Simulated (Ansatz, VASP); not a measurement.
**Nb2SiN: VASP beside Ansatz**

```
Nb Si N
1.0
     3.17498    0.00000    0.00000
    -1.58749    2.74962    0.00000
     0.00000    0.00000    6.43505
Nb Si N
2 1 1
Direct
  0.00000 0.00000 0.80014
  0.00000 0.00000 0.19986
  0.00000 0.00000 0.50000
  0.00000 0.00000 0.00000
```

Alike in both runs: task relaxation of cell and atoms; functional PBE; k mesh 6 × 6 × 4; occupations gaussian, width 0.1 eV; no spin polarisation.

|  | VASP | Ansatz |
| --- | --- | --- |
| version | VASP 6.6.1 | Ansatz 0.2.0 |
| potentials or method | VASP PAW PBE potentials, release 64 (Nb_sv, Si, N), cutoff 600 eV | scalar-relativistic, plane waves, PAW |
| valence electrons in the cell | 35 | 35 |

```csv
,VASP,Ansatz,Ansatz less VASP
"gap on the k mesh at the Fermi level, each at its own relaxed structure (eV)",none,none,-
relaxed volume (Å³/atom),17.22,17.41,+0.186
relaxed cell length with the largest relative difference (Å),9.105,9.209,+0.1041
```

A gap of «none» marks a metal or a gap that the smearing closes.

The k mesh is coarse, so the values compare programs but aren't converged. Noted on VASP's run: the volume moved by over 15 % at a fixed basis, so the end points are rough.
